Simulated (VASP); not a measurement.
A run of VASP 6.6.1 is set up as follows.

POSCAR

```
LiCl
1.0
    3.5749486202      0.0000000000      0.0000000000
   -1.7874743101      3.0959963223      0.0000000000
    0.0000000000      0.0000000000      6.0240820561
Li Cl
2 2
Direct
    0.0000000000      0.0000000000      0.0000000000
    0.0000000000      0.0000000000      0.5000000000
    0.3333333333      0.6666666667      0.2500000000
    0.6666666667      0.3333333333      0.7500000000
```

Contents of INCAR.step1:

```
ALGO     = Normal         # electronic algorithm
EDIFF    = 1E-4           # SCF threshold, eV
ENCUT    = 520            # plane-wave cutoff, eV
GGA      = PE             # functional
ISMEAR   = 0              # smearing method
LASPH    = T              # aspherical terms in the spheres
LCHARG   = F              # write CHGCAR
LREAL    = F              # projectors in reciprocal space
LWAVE    = T              # write WAVECAR
NBANDS   = 18             # bands
NELM     = 60             # most SCF steps
PREC     = Accurate       # precision mode
SIGMA    = 0.01           # smearing width, eV
```

File INCAR.step2:

```
ALGO     = Normal         # electronic algorithm
EDIFF    = 1E-6           # SCF threshold, eV
ENCUT    = 520            # plane-wave cutoff, eV
ISIF     = 2              # what is computed and relaxed
ISMEAR   = 0              # smearing method
ISTART   = 1            
LASPH    = T              # aspherical terms in the spheres
LCHARG   = F              # write CHGCAR
LMIXTAU  = T            
LREAL    = F              # projectors in reciprocal space
LWAVE    = F              # write WAVECAR
METAGGA  = R2SCAN         # meta-GGA
NBANDS   = 18             # bands
NELM     = 60             # most SCF steps
PREC     = Accurate       # precision mode
SIGMA    = 0.01           # smearing width, eV
```

KPOINTS

```
k-points
0
Gamma
  12 12 4
```

Potentials or basis: VASP PAW PBE potentials, release 64 (Li_sv, Cl).

Launch:

```bash
$ cat potpaw_PBE.64/Li_sv/POTCAR potpaw_PBE.64/Cl/POTCAR > POTCAR
$ cp INCAR.step1 INCAR
$ mpirun -np 1 vasp_std > vasp.out
$ cp INCAR.step2 INCAR
$ mpirun -np 1 vasp_std > vasp.out
```

(1) Estimate the band gap on the k mesh.

Results:

(1) 7.33 eV, indirect (the least direct gap lies 0.7 meV higher).
